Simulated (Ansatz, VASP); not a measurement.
## Co in VASP and in Ansatz

```
CELL_PARAMETERS angstrom
2.49352 0.00000 0.00000
-1.24676 2.15945 0.00000
0.00000 0.00000 4.02778
ATOMIC_POSITIONS crystal
Co 0.33333 0.66667 0.25000
Co 0.66667 0.33333 0.75000
```

Alike in both runs: task single point; functional PBE; k mesh 14 × 14 × 8; occupations gaussian, width 0.6 eV; collinear spin.

```csv
,VASP,Ansatz
version,VASP 6.6.1,Ansatz 0.2.0
potentials or method,"VASP PAW PBE potentials, release 64 (Co), cutoff 520 eV","plane waves (420 eV) with PAW, scalar-relativistic"
valence electrons in the cell,18,34
```

VASP gave:

```
pressure (GPa)                                                : 0.2
traceless stress, the component that is largest in VASP (GPa) : 0.79
net moment per atom (μB)                                      : 1.51
size of the moment on the site where the two differ most (μB) : 1.52
```

What did Ansatz give for the same quantities?

Pressure (GPa): 0.9; traceless stress, the component that is largest in VASP (GPa): 0.87; net moment per atom (μB): 1.52; size of the moment on the site where the two differ most (μB): 1.58.

Site moments also hang on the region over which each program counts them. VASP's potentials hold 18 valence electrons a cell and Ansatz's 34, so a difference there can come from the potentials and not from the codes.
